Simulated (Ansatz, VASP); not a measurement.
# Two plane-wave programs on GaSb

Contents of INCAR:

```
  PREC = Accurate
  ENCUT = 520
  EDIFF = 1E-6
  ISMEAR = -1
  SIGMA = 0.08
  LREAL = F
  LASPH = T
  NELM = 60
  ALGO = Normal
  ISIF = 2
  LWAVE = F
  LCHARG = T
  GGA = PS
  LELF = T
  LVHAR = T
  NBANDS = 16
```

Contents of KPOINTS:

```
Automatic mesh
0
Gamma
  13 13 13
```

File POSCAR:

```
GaSb
1.0
    0.0000000000      2.7295509661      2.7295509661
    2.7295509661      0.0000000000      2.7295509661
    2.7295509661      2.7295509661      0.0000000000
Ga Sb
1 1
Direct
    0.0000000000      0.0000000000      0.0000000000
    0.5000000000      0.5000000000      0.5000000000
```

Input for Ansatz:

```yaml
crystal:
  lattice:
    - [0.0, 2.7295509661, 2.7295509661]
    - [2.7295509661, 0.0, 2.7295509661]
    - [2.7295509661, 2.7295509661, 0.0]
  atoms:
    - { symbol: Ga, position: [0.0, 0.0, 0.0] }
    - { symbol: Sb, position: [0.5, 0.5, 0.5] }
kpoints:
  mp_grid: { grid: [13, 13, 13] }
scf:
  occupations: { method: fermi_dirac, width: 0.08 }
hamiltonian:
  xc: pbesol
  pseudopotentials: { kind: paw }
output:
  forces: true
  stress: true
  eigenvalues: true
  populations: true
  write_density: true
  write_potential: true
  elf: true
  volumetric_format: npy
```

Change from the starting cell: volume scaled by 0.88, PAW files.

Alike in both runs: task single point; functional PBEsol; k mesh 13 × 13 × 13; occupations fermi-dirac, width 0.08 eV; no spin polarisation.

|  | VASP | Ansatz |
| --- | --- | --- |
| version | VASP 6.6.1 | Ansatz 0.2.0 |
| potentials or method | VASP PAW PBE potentials, release 64 (Ga_d, Sb) | PAW with Ansatz's default frozen-core files, scalar-relativistic |
| plane-wave cutoff (eV) | 520 | 420 |
| valence electrons in the cell | 18 | 28 |

```tsv
	VASP	Ansatz	Ansatz less VASP
pressure (GPa)	11.6	11.3	-0.28
```

VASP's potentials were made for PBE, not for PBEsol. VASP's potentials hold 18 valence electrons a cell and Ansatz's 28, so a difference there can come from the potentials and not from the codes.

Spin-orbit coupling is off throughout.
